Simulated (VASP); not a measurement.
# SnO (Pmn2_1) in VASP: single point with PBEsol

Aim: the single point of SnO with PBEsol.

Program: VASP 6.6.1. These are calculated values, not measurements. Logs are shortened: lines on timing, memory, paths and dates and some standing lists are left out, and cuts for length are marked.

### Step 1. The cell of the first run

The structure is orthorhombic, space group Pmn2_1 (No. 31). The conventional cell has a = 3.355 Å, b = 5.674 Å, c = 4.222 Å, α = 90.00°, β = 90.00°, γ = 90.00°. Within 2.8 Å of Sn (site symmetry m) lie 3 O at 2.15 to 2.16 Å. Within 2.8 Å of O (site symmetry m) lie 3 Sn at 2.15 to 2.16 Å.

### Step 2. Single point, PBEsol

INCAR reads:

```
PREC = Accurate ; ENCUT = 520
EDIFF = 1E-6 ; ISMEAR = 0
SIGMA = 0.01 ; LREAL = F
LASPH = T ; NELM = 80
ALGO = Normal ; ISIF = 2
LWAVE = F ; LCHARG = T
GGA = PS ; LELF = T
LVHAR = T ; NBANDS = 28
```

KPOINTS reads:

```
Automatic mesh
0
Gamma
  6 4 4
```

POSCAR reads:

```
SnO
1.0
    3.3550050000      0.0000000000      0.0000000000
    0.0000000000      5.6741040000      0.0000000000
    0.0000000000      0.0000000000      4.2219700000
Sn O
2 2
Direct
    0.0000000000      0.2319090000      0.5131440000
    0.5000000000      0.7680910000      0.0131440000
    0.0000000000      0.8912500000      0.7368570000
    0.5000000000      0.1087500000      0.2368570000
```

Potentials or basis: VASP PAW PBE potentials, release 64 (Sn_d, O).

The run is started by

```sh
$ cat potpaw_PBE.64/Sn_d/POTCAR potpaw_PBE.64/O/POTCAR > POTCAR
$ mpirun -np 1 vasp_std > vasp.out
```

OUTCAR:

```text
PREC = Accurate
   ENCUT = 520
   EDIFF = 1E-6
   ISMEAR = 0
   LREAL = F
   LASPH = T
   NELM = 80
   ISIF = 2
   GGA = PS

 ion  position               nearest neighbor table
   1  0.000  0.232  0.513-   3 2.15   4 2.16   4 2.16
   2  0.500  0.768  0.013-   4 2.15   3 2.16   3 2.16
   3  0.000  0.891  0.737-   1 2.15   2 2.16   2 2.16
   4  0.500  0.109  0.237-   2 2.15   1 2.16   1 2.16

  LATTYP: Found a simple orthorhombic cell.
 ALAT       =     3.3550050000
 B/A-ratio  =     1.2584094510
 C/A-ratio  =     1.6912356315

  Lattice vectors:

 A1 = (  -3.3550050000,   0.0000000000,   0.0000000000)
 A2 = (   0.0000000000,   0.0000000000,   4.2219700000)
 A3 = (   0.0000000000,   5.6741040000,   0.0000000000)

Analysis of symmetry for initial positions (statically):
=====================================================================
 Subroutine PRICEL returns:
 Original cell was already a primitive cell.

 Routine SETGRP: Setting up the symmetry group for a
 simple orthorhombic supercell.

 Subroutine GETGRP returns: Found  4 space group operations
 (whereof  2 operations were pure point group operations)
 out of a pool of  8 trial point group operations.

The static configuration has the point symmetry C_1h.
 The point group associated with its full space group is C_2v.

Analysis of symmetry for dynamics (positions and initial velocities):
=====================================================================
 Subroutine PRICEL returns:
 Original cell was already a primitive cell.

 Routine SETGRP: Setting up the symmetry group for a
 simple orthorhombic supercell.

 Subroutine GETGRP returns: Found  4 space group operations
 (whereof  2 operations were pure point group operations)
 out of a pool of  8 trial point group operations.

The dynamic configuration has the point symmetry C_1h.
 The point group associated with its full space group is C_2v.

 Subroutine INISYM returns: Found  4 space group operations
 (whereof  2 operations are pure point group operations),
 and found     1 'primitive' translations

----------------------------------------------------------------------------------------

                                     Primitive cell

  volume of cell :      80.3722

  direct lattice vectors                    reciprocal lattice vectors
     3.355005000  0.000000000  0.000000000     0.298062149  0.000000000  0.000000000
[... 84 lines left out ...]
   ISPIN  =      1    spin polarized calculation?
   LNONCOLLINEAR =      F non collinear calculations
   LSORBIT =      F    spin-orbit coupling
   LASPH  =      T    aspherical Exc in radial PAW
   ENCUT  =  520.0 eV  38.22 Ry    6.18 a.u.   6.24 10.55  7.85*2*pi/ulx,y,z
   NELM   =     80;   NELMIN=  2; NELMDL= -5     # of ELM steps
   EDIFF  = 0.1E-05   stopping-criterion for ELM
   LREAL  =      F    real-space projection
   EDIFFG = 0.1E-04   stopping-criterion for IOM
   NSW    =      0    number of steps for IOM
   IBRION =     -1    ionic relax: 0-MD 1-quasi-New 2-CG
   NFREE  =      0    steps in history (QN), initial steepest desc. (CG)
   ISIF   =      2    stress and relaxation
   ISYM   =      2    0-nonsym 1-usesym 2-fastsym
   POTIM  = 0.5000    time-step for ionic-motion
   TEBEG  =    0.0;   TEEND  =   0.0 temperature during run
   PSTRESS=    0.0 pullay stress
   NELECT =      40.0000    total number of electrons
   NUPDOWN=      -1.0000    fix difference up-down
   EMIN   =  10.00;   EMAX   =-10.00  energy-range for DOS
   EFERMI =   0.00;   METHOD = LEGACY
   ISMEAR =     0;   SIGMA  =   0.01  broadening in eV -4-tet -1-fermi 0-gaus
   EFERMI_NEDOS =   21; number of points for ismear=-14 and -15
   IALGO  =     38    algorithm
   IMIX   =      4    mixing-type and parameters
     AMIX     =   0.40;   BMIX     =  1.00
     AMIX_MAG =   1.60;   BMIX_MAG =  1.00
  volume/ion in A,a.u.               =      20.09       135.59
  Fermi-wavevector in a.u.,A,eV,Ry     =   1.297357  2.451650 22.900458  1.683136
  Thomas-Fermi vector in A             =   2.428755
   LORBIT       =      0    0 simple, 1 ext, 2 COOP (PROOUT), +10 PAW based schemes
   GGA     = PS    functional components
   LHFCALC =     F    Hartree Fock is set to
   AEXX    =    0.0000 exact exchange contribution
   IVDW    =     0    specifies the selected vdW correction
   LEPSILON=     F    determine dielectric tensor
   LRPA    =     F    only Hartree local field effects (RPA)
 non-spin polarized calculation
 Gauss-broadening in eV      SIGMA  =   0.01
  energy-cutoff  :      520.00
  volume of cell :       80.37
 maximum number of plane-waves:      2182
 NGX is ok and might be reduce to    28
   NGX = 13   NGY = 21   NGZ = 15

 number of electron      39.9999992 magnetization

 Free energy of the ion-electron system (eV)
  ---------------------------------------------------
  ext. energy  EPLUGINS =         0.00000000
  ---------------------------------------------------
  free energy    TOTEN  =       -23.79654963 eV

  energy without entropy =      -23.79654963  energy(sigma->0) =      -23.79654963

 E-fermi :   4.7528     XC(G=0):  -9.7646

 val. band max:        4.7073540759   @ k =   0.0000   0.0000   0.0000
 cond. band min:       6.2852937384   @ k =   0.3333   0.5000   0.0000
 fundamental gap:      1.5779396625
 Fermi energy:         4.7527712784

 k-point     1 :       0.0000    0.0000    0.0000
  band No.  band energies     occupation
      1     -16.4170      2.00000
      2     -16.0903      2.00000
      3     -16.0063      2.00000
      4     -15.9799      2.00000
      5     -15.9525      2.00000
      6     -15.9213      2.00000
[... 733 lines left out ...]
     27      14.2038      0.00000
     28      14.2038      0.00000

 [... further k-points ...]
[... 5 lines left out ...]
  --------------------------------------------------------------------------------------
  -------------------------------------------------------------------------------------
  Total       -1.7705736     -1.2953024     -1.2770558      0.0000000      0.0000000      0.0000000
  in kB      -35.2954684    -25.8211845    -25.4574463      0.0000000      0.0000000      0.0000000
  external PRESSURE =     -28.8580331 kB  Pullay stress =       0.0000000 kB

 VOLUME and BASIS-vectors are now :
 -----------------------------------------------------------------------------
  energy-cutoff  :      520.00
  volume of cell :       80.37
      direct lattice vectors                 reciprocal lattice vectors
     3.355005000  0.000000000  0.000000000     0.298062149  0.000000000  0.000000000
     0.000000000  5.674104000  0.000000000     0.000000000  0.176239279  0.000000000
     0.000000000  0.000000000  4.221970000     0.000000000  0.000000000  0.236856254

 POSITION                                       TOTAL-FORCE (eV/Angst)
 -----------------------------------------------------------------------------------
      0.00000      1.31588      2.16648         0.000000     -0.337166     -0.097412
      1.67750      4.35823      0.05549         0.000000      0.337166     -0.097412
      0.00000      5.05705      3.11099         0.000000      0.120234      0.097412
      1.67750      0.61706      1.00000         0.000000     -0.120234      0.097412
 -----------------------------------------------------------------------------------
    total drift:                                0.000000      0.000000     -0.000062

  FREE ENERGIE OF THE ION-ELECTRON SYSTEM (eV)
  ---------------------------------------------------
  free  energy   TOTEN  =       -23.7965496272 eV

  energy  without entropy=      -23.7965496272  energy(sigma->0) =      -23.79654963
```

stdout:

```text
POSCAR found type information on POSCAR SnO
 POSCAR found :  2 types and       4 ions
 scaLAPACK will be used
 -----------------------------------------------------------------------------
|                                                                             |
|                                                                             |
|     You enforced a specific xc type in the INCAR file but a different       |
|     I HOPE YOU KNOW WHAT YOU ARE DOING!                                     |
|                                                                             |
 -----------------------------------------------------------------------------

 LDA part: xc-table for (Slater+PW92), standard interpolation
 POSCAR, INCAR and KPOINTS ok, starting setup
 FFT: planning ... GRIDC
 FFT: planning ... GRID_SOFT
 FFT: planning ... GRID
 WAVECAR not read
 entering main loop
```

It took 59 s on 1 thread of Intel Xeon Platinum 8259CL at 2.50GHz (Skylake/Cascade Lake), shared host; peak memory 0.22 GiB.

Results:

```
Free energy            : -23.7965 eV
Pressure               : -2.9 GPa
Largest force          : 0.351 eV/Å
Band gap on the k mesh : 1.58 eV, indirect (least direct gap 2.33 eV)
```

Forces in eV/Å, atoms in the order of the input:
```
Sn   0.000 -0.337 -0.097
Sn   0.000  0.337 -0.097
O    0.000  0.120  0.097
O    0.000 -0.120  0.097
```

Levels at points of the mesh, in eV from the valence-band top:
```tsv
k point	band 16	band 17	band 18	band 19	band 20	band 21	band 22	band 23	band 24	band 25
(0.00, 0.00, 0.00)	-3.83	-3.50	-2.64	-2.05	0.00	2.60	3.10	5.81	5.86	8.00
(0.50, 0.00, 0.00)	-4.48	-2.58	-2.58	-1.25	-1.25	2.53	2.53	5.48	5.48	6.52
(0.00, 0.50, 0.00)	-4.07	-3.80	-2.66	-1.59	-1.37	3.27	3.86	4.79	4.97	6.86
(0.50, 0.50, 0.00)	-4.33	-2.65	-2.65	-0.91	-0.91	1.83	1.83	6.23	6.23	7.08
(0.00, 0.00, 0.50)	-3.43	-3.20	-3.20	-1.66	-1.66	2.61	2.61	5.17	5.17	7.91
(0.50, 0.00, 0.50)	-4.08	-3.15	-3.15	-1.08	-1.08	2.06	2.06	4.55	4.55	6.82
(0.00, 0.50, 0.50)	-3.19	-2.92	-2.92	-1.51	-1.51	1.87	1.87	5.92	5.92	7.80
(0.50, 0.50, 0.50)	-4.22	-3.43	-3.43	-0.43	-0.43	2.38	2.38	4.10	4.10	6.05
```

Caveat: the PAW data sets were made with another functional, which shifts forces and pressure a little; spin-orbit coupling is left out, which moves the levels of the heavy elements. A k mesh can miss the band edges.
